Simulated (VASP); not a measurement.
Set up this calculation in VASP 6.6.1, as the native input.

* Task: single point
* Functional: PBEsol
* Potentials or basis: VASP PAW PBE potentials, release 64 (Ti_sv, C)
* Cutoff: 520 eV
* k mesh: 18 × 18 × 18
* Occupations: gaussian, width 0.15 eV
* Spin: no spin polarisation
* Dipole correction: no
* Further INCAR settings: ALGO = Normal; EDIFF = 1e-06; NBANDS = 21

The structure of Ti2C lies in POSCAR:

```
Ti2C
1.0
    1.5264035952      0.8812695266      4.3909235034
   -1.5264035952      0.8812695266      4.3909235034
    0.0000000000     -1.7625390532      4.3909235034
Ti C
2 1
Direct
    0.2458180107      0.2458180107      0.2458180107
    0.7541819893      0.7541819893      0.7541819893
    0.5000000000      0.5000000000      0.5000000000
```

This cell differs from its parent crystal: strain +0.000 along x and y, -0.080 along z.

These files were run (other wordings do the same):

INCAR

```
SYSTEM = Ti2C
PREC     = Accurate       ! precision mode
ENCUT    = 520            ! plane-wave cutoff, eV
EDIFF    = 1E-6           ! SCF threshold, eV
ISMEAR   = 0              ! smearing method
SIGMA    = 0.15           ! smearing width, eV
LREAL    = .FALSE.        ! projectors in reciprocal space
LASPH    = .TRUE.         ! aspherical terms in the spheres
NELM     = 60             ! most SCF steps
ALGO     = Normal         ! electronic algorithm
ISIF     = 2              ! what is computed and relaxed
LWAVE    = .FALSE.        ! write WAVECAR
LCHARG   = .FALSE.        ! write CHGCAR
GGA      = PS             ! functional
NBANDS   = 21             ! bands
```

KPOINTS

```
regular mesh
0
G
  18 18 18
  0 0 0
```

Potentials or basis: VASP PAW PBE potentials, release 64 (Ti_sv, C).

Command:

```sh
$ cat potpaw_PBE.64/Ti_sv/POTCAR potpaw_PBE.64/C/POTCAR > POTCAR
$ mpirun -np 1 vasp_std > vasp.out
```

It gave:

```
Pressure               : 18.9 GPa
Largest force          : 1.478 eV/Å
Band gap on the k mesh : zero (bands 14 and 15 overlap by 1.13 eV)
```

Caveat: the cell differs from its parent crystal (strain +0.000 along x and y, -0.080 along z); the stress differs along the axes, from 13 to 30 GPa; the PAW data sets were made with another functional, which shifts forces and pressure a little.

It took 11 min on 1 thread of AMD EPYC 7R13 Processor (Zen 3), on a shared host, peak memory 0.47 GiB.
